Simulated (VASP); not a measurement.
# HfN (C2/m) in VASP: single point with PBEsol

Aim: the single point of HfN with PBEsol.

All numbers are computed with VASP 6.6.1; they aren't measurements. Logs are shortened: lines on timing, memory, paths and dates and some standing lists are left out, and cuts for length are marked.

## Step 1: The cell of the first run

The typed cell holds 2 atoms: a = 3.097 Å, b = 3.097 Å, c = 3.160 Å, α = 60.59°, β = 60.59°, γ = 90.00°.

## Step 2: Single point, PBEsol

File INCAR:

```
SYSTEM = HfN
ALGO = Normal
EDIFF = 1E-6
ENCUT = 520
GGA = PS
ISIF = 2
ISMEAR = 0
LASPH = .True.
LCHARG = .True.
LELF = .True.
LREAL = .False.
LVHAR = .True.
LWAVE = .False.
NBANDS = 14
NELM = 60
PREC = Accurate
SIGMA = 0.1
```

File KPOINTS:

```
k-points
0
Gamma
  11 11 15
  0 0 0
```

File POSCAR:

```
HfN
1.0
    3.0974782453     -0.0000005495      0.0018450873
   -0.0000005495      3.0974782453      0.0018450873
    1.5501241595      1.5501241595      2.2752317626
Hf N
1 1
Direct
    0.5000000000      0.5000000000      0.0000000000
    0.0000000000      0.0000000000      0.0000000000
```

Potentials or basis: VASP PAW PBE potentials, release 64 (Hf_pv, N).

On the command line:

```console
$ cat potpaw_PBE.64/Hf_pv/POTCAR potpaw_PBE.64/N/POTCAR > POTCAR
$ mpirun -np 1 vasp_std > vasp.out
```

OUTCAR:

```text
SYSTEM = HfN
   EDIFF = 1E-6
   ENCUT = 520
   GGA = PS
   ISIF = 2
   ISMEAR = 0
   LASPH = .True.
   LREAL = .False.
   NELM = 60
   PREC = Accurate

 ion  position               nearest neighbor table
   1  0.500  0.500  0.000-   2 2.19   2 2.19   2 2.19   2 2.19   2 2.27   2 2.27
   2  0.000  0.000  0.000-   1 2.19   1 2.19   1 2.19   1 2.19   1 2.27   1 2.27

  LATTYP: Found a base centered monoclinic cell.
 ALAT       =     4.3804965209
 B/A-ratio  =     1.0000000000
 C/A-ratio  =     0.7200383330
 COS(beta)  =    -0.6931791621

  Lattice vectors:

 A1 = (   3.0974782453,  -0.0000005495,   0.0018450873)
 A2 = (  -0.0000005495,   3.0974782453,   0.0018450873)
 A3 = (  -1.5473535363,  -1.5473535363,   2.2715415880)

Analysis of symmetry for initial positions (statically):
=====================================================================
 Subroutine PRICEL returns:
 Original cell was already a primitive cell.

 Routine SETGRP: Setting up the symmetry group for a
 base centered monoclinic supercell.

 Subroutine GETGRP returns: Found  4 space group operations
 (whereof  4 operations were pure point group operations)
 out of a pool of  4 trial point group operations.

The static configuration has the point symmetry C_2h.

Analysis of symmetry for dynamics (positions and initial velocities):
=====================================================================
 Subroutine PRICEL returns:
 Original cell was already a primitive cell.

 Routine SETGRP: Setting up the symmetry group for a
 base centered monoclinic supercell.

 Subroutine GETGRP returns: Found  4 space group operations
 (whereof  4 operations were pure point group operations)
 out of a pool of  4 trial point group operations.

The dynamic configuration has the point symmetry C_2h.

 Subroutine INISYM returns: Found  4 space group operations
 (whereof  4 operations are pure point group operations),
 and found     1 'primitive' translations

----------------------------------------------------------------------------------------

                                     Primitive cell

  volume of cell :      21.8117

  direct lattice vectors                    reciprocal lattice vectors
     3.097478245 -0.000000549  0.001845087     0.322974396  0.000131185 -0.220133076
    -0.000000549  3.097478245  0.001845087     0.000131185  0.322974396 -0.220133076
     1.550124159  1.550124159  2.275231763    -0.000262021 -0.000262021  0.439872696

  length of vectors
     3.097478795  3.097478795  3.159501447     0.390859372  0.390859372  0.439872852

  position of ions in fractional coordinates (direct lattice)
     0.500000000  0.500000000  0.000000000
     0.000000000  0.000000000  0.000000000

  ion indices of the primitive-cell ions
   primitive index   ion index
                 1           1
                 2           2

----------------------------------------------------------------------------------------

 KPOINTS: k-points

Automatic generation of k-mesh.
 Grid dimensions read from file:
 generate k-points for:   11   11   15

 Generating k-lattice:

  Cartesian coordinates                     Fractional coordinates (reciprocal lattice)
     0.029361309  0.000011926 -0.020012098     0.090909091  0.000000000  0.000000000
     0.000011926  0.029361309 -0.020012098     0.000000000  0.090909091  0.000000000
    -0.000017468 -0.000017468  0.029324846     0.000000000  0.000000000  0.066666667

  Length of vectors
     0.035532670  0.035532670  0.029324857

  Shift w.r.t. Gamma in fractional coordinates (k-lattice)
     0.000000000  0.000000000  0.000000000

 Subroutine IBZKPT returns following result:
 ===========================================

 Found    498 irreducible k-points:

 Following reciprocal coordinates:
            Coordinates               Weight
  0.000000  0.000000  0.000000      1.000000
  0.090909 -0.000000 -0.000000      4.000000
  0.181818 -0.000000  0.000000      4.000000
  0.272727  0.000000  0.000000      4.000000
  0.363636 -0.000000  0.000000      4.000000
  0.454545  0.000000  0.000000      4.000000
[... 16 lines left out ...]
 -0.272727  0.181818  0.000000      4.000000
 -0.181818  0.181818  0.000000      2.000000
 [... further k-points ...]
   k-points           NKPTS =    498   k-points in BZ     NKDIM =    498   number of bands    NBANDS=     14
   number of dos      NEDOS =    301   number of ions     NIONS =      2
   total plane-waves  NPLWV =  13824
   dimension x,y,z NGX =    24 NGY =   24 NGZ =   24
   dimension x,y,z NGXF=    48 NGYF=   48 NGZF=   48
   ions per type =               1   1
   NGX,Y,Z   is equivalent  to a cutoff of  12.88, 12.88, 12.63 a.u.
   NGXF,Y,Z  is equivalent  to a cutoff of  25.76, 25.76, 25.26 a.u.
 SYSTEM =  HfN
   PREC   = accura    normal or accurate (medium, high low for compatibility)
   ISTART =      0    job   : 0-new  1-cont  2-samecut
   ICHARG =      2    charge: 1-file 2-atom 10-const
   ISPIN  =      1    spin polarized calculation?
   LNONCOLLINEAR =      F non collinear calculations
   LSORBIT =      F    spin-orbit coupling
   LASPH  =      T    aspherical Exc in radial PAW
   ENCUT  =  520.0 eV  38.22 Ry    6.18 a.u.   5.76  5.76  5.87*2*pi/ulx,y,z
   NELM   =     60;   NELMIN=  2; NELMDL= -5     # of ELM steps
   EDIFF  = 0.1E-05   stopping-criterion for ELM
   LREAL  =      F    real-space projection
   EDIFFG = 0.1E-04   stopping-criterion for IOM
   NSW    =      0    number of steps for IOM
   IBRION =     -1    ionic relax: 0-MD 1-quasi-New 2-CG
   NFREE  =      0    steps in history (QN), initial steepest desc. (CG)
   ISIF   =      2    stress and relaxation
   ISYM   =      2    0-nonsym 1-usesym 2-fastsym
   POTIM  = 0.5000    time-step for ionic-motion
   TEBEG  =    0.0;   TEEND  =   0.0 temperature during run
   PSTRESS=    0.0 pullay stress
   NELECT =      15.0000    total number of electrons
   NUPDOWN=      -1.0000    fix difference up-down
   EMIN   =  10.00;   EMAX   =-10.00  energy-range for DOS
   EFERMI =   0.00;   METHOD = LEGACY
   ISMEAR =     0;   SIGMA  =   0.10  broadening in eV -4-tet -1-fermi 0-gaus
   EFERMI_NEDOS =   21; number of points for ismear=-14 and -15
   IALGO  =     38    algorithm
   IMIX   =      4    mixing-type and parameters
     AMIX     =   0.40;   BMIX     =  1.00
     AMIX_MAG =   1.60;   BMIX_MAG =  1.00
  volume/ion in A,a.u.               =      10.91        73.60
  Fermi-wavevector in a.u.,A,eV,Ry     =   1.445025  2.730702 28.410294  2.088098
  Thomas-Fermi vector in A             =   2.563254
   LORBIT       =      0    0 simple, 1 ext, 2 COOP (PROOUT), +10 PAW based schemes
   GGA     = PS    functional components
   LHFCALC =     F    Hartree Fock is set to
   AEXX    =    0.0000 exact exchange contribution
   IVDW    =     0    specifies the selected vdW correction
   LEPSILON=     F    determine dielectric tensor
   LRPA    =     F    only Hartree local field effects (RPA)
 non-spin polarized calculation
 Gauss-broadening in eV      SIGMA  =   0.10
  energy-cutoff  :      520.00
  volume of cell :       21.81
 maximum number of plane-waves:       601
   NGX = 11   NGY = 11   NGZ = 11

 number of electron      15.0000000 magnetization

 Free energy of the ion-electron system (eV)
  ---------------------------------------------------
  ext. energy  EPLUGINS =         0.00000000
  ---------------------------------------------------
  free energy    TOTEN  =       -22.92318368 eV

  energy without entropy =      -22.91981636  energy(sigma->0) =      -22.92150002

 E-fermi :   8.6813     XC(G=0): -13.1837

 val. band max:        8.6788840064   @ k =  -0.0909   0.0909   0.0667
 cond. band min:       8.6859237441   @ k =  -0.1818   0.0909   0.0667
 fundamental gap:      0.0070397377
 Fermi energy:         8.6813393064

 k-point     1 :       0.0000    0.0000    0.0000
  band No.  band energies     occupation
      1     -22.1570      2.00000
      2     -22.1299      2.00000
      3     -22.1225      2.00000
      4      -9.0718      2.00000
      5       5.5189      2.00000
      6       5.7253      2.00000
      7       5.7295      2.00000
      8       7.9966      2.00000
      9       8.4515      1.99885
     10       8.4570      1.99849
     11       9.9966      0.00000
     12      11.0743      0.00000
     13      11.5819      0.00000
     14      18.3877      0.00000

 k-point     2 :       0.0909   -0.0000   -0.0000
  band No.  band energies     occupation
      1     -22.2434      2.00000
      2     -22.1577      2.00000
      3     -22.1318      2.00000
      4      -8.8534      2.00000
      5       4.8074      2.00000
      6       5.1042      2.00000
      7       5.2177      2.00000
      8       8.3325      2.00000
      9       8.6650      1.18258
     10       8.7248      0.53868
     11      10.6580      0.00000
     12      11.7728      0.00000
     13      12.1701      0.00000
     14      19.0779      0.00000

 k-point     3 :       0.1818   -0.0000    0.0000
  band No.  band energies     occupation
      1     -22.5161      2.00000
      2     -22.1884      2.00000
      3     -22.1473      2.00000
      4      -8.2584      2.00000
      5       3.2760      2.00000
      6       4.1130      2.00000
      7       4.2323      2.00000
      8       8.8783      0.00535
      9       9.2677      0.00000
     10       9.4209      0.00000
     11      12.1327      0.00000
     12      13.3882      0.00000
     13      13.5213      0.00000
     14      20.8240      0.00000
[... 324 lines left out ...]
 k-point    23 :      -0.2727    0.1818    0.0000
  band No.  band energies     occupation
      1     -22.7023      2.00000
      2     -22.3096      2.00000
      3     -22.2907      2.00000
      4      -7.6675      2.00000
      5       1.7142      2.00000
      6       4.1385      2.00000
      7       4.4572      2.00000
      8       6.8917      2.00000
      9      11.4001      0.00000
     10      11.6078      0.00000
     11      12.0437      0.00000
     12      12.9319      0.00000
     13      17.5545      0.00000
     14      21.2199      0.00000

 k-point    24 :      -0.1818    0.1818    0.0000
  band No.  band energies     occupation
      1     -22.4894      2.00000
      2     -22.2617      2.00000
      3     -22.2551      2.00000
      4      -8.0926      2.00000
      5       2.3708      2.00000
      6       4.7340      2.00000
      7       4.9107      2.00000
      8       6.9013      2.00000
      9      10.6604      0.00000
     10      10.7070      0.00000
     11      10.9820      0.00000
     12      12.0350      0.00000
     13      16.2766      0.00000
     14      21.2338      0.00000

 [... further k-points ...]
[... 5 lines left out ...]
  --------------------------------------------------------------------------------------
  -------------------------------------------------------------------------------------
  Total        2.7473246      2.7473246     -0.2944321      0.0083621      0.0006956      0.0006957
  in kB      201.8045835    201.8045835    -21.6274912      0.6142369      0.0510986      0.0511014
  external PRESSURE =     127.3272252 kB  Pullay stress =       0.0000000 kB

 VOLUME and BASIS-vectors are now :
 -----------------------------------------------------------------------------
  energy-cutoff  :      520.00
  volume of cell :       21.81
      direct lattice vectors                 reciprocal lattice vectors
     3.097478245 -0.000000549  0.001845087     0.322974396  0.000131185 -0.220133076
    -0.000000549  3.097478245  0.001845087     0.000131185  0.322974396 -0.220133076
     1.550124159  1.550124159  2.275231763    -0.000262021 -0.000262021  0.439872696

 POSITION                                       TOTAL-FORCE (eV/Angst)
 -----------------------------------------------------------------------------------
      1.54874      1.54874      0.00185         0.000000     -0.000000      0.000000
      0.00000      0.00000      0.00000        -0.000000      0.000000      0.000000
 -----------------------------------------------------------------------------------
    total drift:                               -0.000000     -0.000000     -0.000000

  FREE ENERGIE OF THE ION-ELECTRON SYSTEM (eV)
  ---------------------------------------------------
  free  energy   TOTEN  =       -22.9231836821 eV

  energy  without entropy=      -22.9198163616  energy(sigma->0) =      -22.92150002
```

Run time: 1.9 min. Hardware: 1 thread of Intel Xeon Platinum 8259CL at 2.50GHz (Skylake/Cascade Lake), shared host; peak memory 0.27 GiB.

Results:

```
Free energy : -22.9232 eV
Pressure    : 12.7 GPa
```

Levels at points of the mesh, in eV from the Fermi level:
| k point | band 4 | band 5 | band 6 | band 7 | band 8 | band 9 | band 10 | band 11 | band 12 | band 13 |
| --- | --- | --- | --- | --- | --- | --- | --- | --- | --- | --- |
| (0.00, 0.00, 0.00) | -17.75 | -3.16 | -2.96 | -2.95 | -0.68 | -0.23 | -0.22 | 1.32 | 2.39 | 2.90 |

Caveat: the PAW data sets were made with another functional, which shifts forces and pressure a little; spin-orbit coupling is left out, which moves the levels of the heavy elements.
